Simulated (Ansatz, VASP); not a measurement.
## Two plane-wave programs on P

```
CELL_PARAMETERS angstrom
2.42469 0.00000 0.00000
0.00000 2.43854 0.00000
-0.02031 0.00000 4.85243
ATOMIC_POSITIONS crystal
P 0.00000 0.00000 0.74943
P 0.00000 0.00000 0.25057
```

Alike in both runs: task single point; functional PBE-based screened hybrid with a share of 0.25 of exact exchange and HFSCREEN = 0.15; k mesh 6 × 6 × 3; occupations fermi-dirac, width 0.05 eV; no spin polarisation.

|  | VASP | Ansatz |
| --- | --- | --- |
| version | VASP 6.6.1 | Ansatz 0.2.0 |
| potentials or method | VASP PAW PBE potentials, release 64 (P) | Ansatz PAW |
| plane-wave cutoff (eV) | 520 | 420 |
| valence electrons in the cell | 10 | 10 |

VASP gave:

| Quantity | Value |
| --- | --- |
| gap on the k mesh at the Fermi level (eV) | none |
| pressure (GPa) | -3.0 |
| traceless stress, the component that is largest in VASP (GPa) | 2.93 |
| rms of the force components (eV/Å) | 0.009 |

**Question.** What did Ansatz give for the same quantities?

**Answer.** gap on the k mesh at the Fermi level (eV): none; pressure (GPa): -2.1; traceless stress, the component that is largest in VASP (GPa): 2.63; rms of the force components (eV/Å): 0.010.

VASP's potentials were made for PBE, not for PBE-based screened hybrid. Atom by atom the forces differ by 0.001 eV/Å (rms over components). A gap of «none» marks a metal or a gap that the smearing closes.

The k mesh is coarse, so the values compare programs but aren't converged.
